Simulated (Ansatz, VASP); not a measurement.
# Two plane-wave programs on Nb3BN4

```
Nb B N
1.0
     4.48574    0.00000    0.00000
     0.00000    4.48574    0.00000
     0.00000    0.00000    4.48574
Nb B N
3 1 4
Direct
  0.00000 0.50000 0.50000
  0.50000 0.50000 0.00000
  0.50000 0.00000 0.50000
  0.00000 0.00000 0.00000
  0.20193 0.79807 0.79807
  0.79807 0.79807 0.20193
  0.79807 0.20193 0.79807
  0.20193 0.20193 0.20193
```

Change from the starting cell: species swapped into the Cu3AsS4 type (P-43m, No. 215).

Alike in both runs: functional PBE; k mesh 8 × 8 × 8; occupations gaussian, width 0.1 eV; no spin polarisation.

Ansatz relaxed the structure, and its values are those at the end. VASP's run is a single point on that final structure, the one shown.

|  | VASP | Ansatz |
| --- | --- | --- |
| version | VASP 6.6.1 | Ansatz 0.2.0 |
| potentials or method | VASP PAW PBE potentials, release 64 (Nb_sv, B, N), cutoff 520 eV | scalar-relativistic, plane waves, PAW |
| valence electrons in the cell | 62 | 62 |

|  | VASP | Ansatz | Ansatz less VASP |
| --- | --- | --- | --- |
| gap on the k mesh at the Fermi level (eV) | none | none | - |
| pressure (GPa) | -0.4 | 0.0 | +0.37 |
| rms of the force components (eV/Å) | 0.009 | 0.003 | -0.0053 |

A gap of «none» marks a metal or a gap that the smearing closes.
